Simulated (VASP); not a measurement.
A run of VASP 6.6.1 is set up as follows.

Contents of INCAR:

```
PREC = Accurate
ENCUT = 520
EDIFF = 1E-6
ISMEAR = 0
SIGMA = 0.05
LREAL = F
LASPH = T
NELM = 60
ALGO = Normal
ISIF = 2
LWAVE = F
LCHARG = T
GGA = PS
LELF = T
LVHAR = T
NBANDS = 24
```

Contents of KPOINTS:

```
Automatic mesh
0
Gamma
  6 6 6
```

The input POSCAR:

```
KMgF3
1.0
    3.6670280000      0.0000000000      0.0000000000
    0.0000000000      3.6670280000      0.0000000000
    0.0000000000      0.0000000000      3.6670280000
K Mg F
1 1 3
Direct
    0.5000000000      0.5000000000      0.5000000000
    0.0000000000      0.0000000000      0.0000000000
    0.5000000000      0.0000000000      0.0000000000
    0.0000000000      0.5000000000      0.0000000000
    0.0000000000      0.0000000000      0.5000000000
```

Potentials or basis: VASP PAW PBE potentials, release 64 (K_sv, Mg, F).

The run is started by

```bash
$ cat potpaw_PBE.64/K_sv/POTCAR potpaw_PBE.64/Mg/POTCAR potpaw_PBE.64/F/POTCAR > POTCAR
$ mpirun -np 1 vasp_std > vasp.out
```

Q: What does it give for the pressure?

A: 32.9 GPa.

Q: Estimate the band gap on the k mesh.

A: 9.29 eV, indirect (least direct gap 9.57 eV).

Caveat: the cell differs from its parent crystal (strain -0.080 along x and y, -0.080 along z); the PAW data sets were made with another functional, which shifts forces and pressure a little. A k mesh can miss the band edges.
